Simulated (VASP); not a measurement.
A run of VASP 6.6.1:

File INCAR:

```
ALGO = Normal ; EDIFF = 1E-6
ENCUT = 520 ; GGA = PE
ISIF = 2 ; ISMEAR = 0
ISPIN = 2 ; LASPH = T
LCHARG = F ; LORBIT = 11
LREAL = F ; LWAVE = F
MAGMOM = 0.71 2.23 ; NBANDS = 20
NELM = 150 ; NUPDOWN = 5.0
PREC = Accurate ; SIGMA = 0.1
```

Contents of KPOINTS:

```
k-points
0
Gamma
  4 4 4
```

The input POSCAR:

```
CdS
1.0
    0.0000000000      2.9429534649      2.9429534649
    2.9429534649      0.0000000000      2.9429534649
    2.9429534649      2.9429534649      0.0000000000
Cd S
1 1
Direct
    0.0000000000      0.0000000000      0.0000000000
    0.2500000000      0.2500000000      0.2500000000
```

Potentials or basis: VASP PAW PBE potentials, release 64 (Cd, S).

The run is started by

```sh
$ cat potpaw_PBE.64/Cd/POTCAR potpaw_PBE.64/S/POTCAR > POTCAR
$ mpirun -np 1 vasp_std > vasp.out
```

Hardware: 1 thread of AMD EPYC 7R43 64-Core Processor (Zen 3), with other jobs on the host.

Question: How long does it take, and how much memory?

Answer: It took 21 s on 1 thread of AMD EPYC 7R43 64-Core Processor (Zen 3) (shared host), peak memory 0.17 GiB. Counts: scf iterations 16, k points 8.
